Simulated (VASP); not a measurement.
The system is ZnS.

```
Zn S
1.0
     3.83624    0.00000    0.00000
    -1.91812    3.32228    0.00000
     0.00000    0.00000    6.27529
Zn S
2 2
Cartesian
  1.9181 1.1074 3.1376
  0.0000 2.2149 0.0000
  1.9181 1.1074 5.5536
  0.0000 2.2149 2.4160
```

Base run:

| Quantity | Value |
| --- | --- |
| Program | VASP 6.6.1 |
| Functional | RPBE |
| Potentials or basis | VASP PAW PBE potentials, release 64 (Zn, S) |
| Cutoff | 520 eV |
| k mesh | 8 × 8 × 5 |
| Occupations | fermi-dirac, width 0.05 eV |
| Spin | no spin polarisation |

Its results: band gap on the k mesh 2.33 eV; pressure 3.5 GPa; largest force 0.305 eV/Å.

Question: The run is repeated on the same cell with these changes: functional from RPBE to r2SCAN; dispersion from none to D4. What comes out?

Answer: Band gap on the k mesh 2.73 eV; pressure -2.2 GPa; largest force 0.286 eV/Å.

Several settings changed at once.

Caveats: the PAW data sets were made with another functional, which shifts forces and pressure a little; the cell stands under pressure (at least some runs).

